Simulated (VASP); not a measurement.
Ge, 2 atoms in the cell. It takes space group Fd-3m (No. 227, cubic). The conventional cell has a = 5.622 Å, b = 5.622 Å, c = 5.622 Å, α = 90.00°, β = 90.00°, γ = 90.00°. Ge (site symmetry -43m) has 4 Ge at 2.43 Å within 3.2 Å. 

| Quantity | Value |
| --- | --- |
| Program | VASP 6.6.1 |
| Task | single point |
| Functional | LDA |
| Potentials or basis | VASP PAW LDA potentials, release 64 (Ge_d) |
| Cutoff | 520 eV |
| k mesh | 12 × 12 × 12 |
| Occupations | gaussian, width 0.1 eV |
| Spin | no spin polarisation |
| Dipole correction | no |
| Further INCAR settings | ALGO = Normal; EDIFF = 1e-06; NBANDS = 21 |

Potentials or basis: VASP PAW LDA potentials, release 64 (Ge_d).

Launch:

```sh
$ cat potpaw_LDA.64/Ge_d/POTCAR > POTCAR
$ mpirun -np 1 vasp_std > vasp.out
```

Hardware: 1 thread of AMD EPYC 7R13, on a shared host.

Question: How long does it take, and how much memory?

Answer: Run time: 2.2 min on 1 thread of AMD EPYC 7R13, on a shared host, peak memory 0.15 GiB. Counts: scf iterations 11, k points 72.
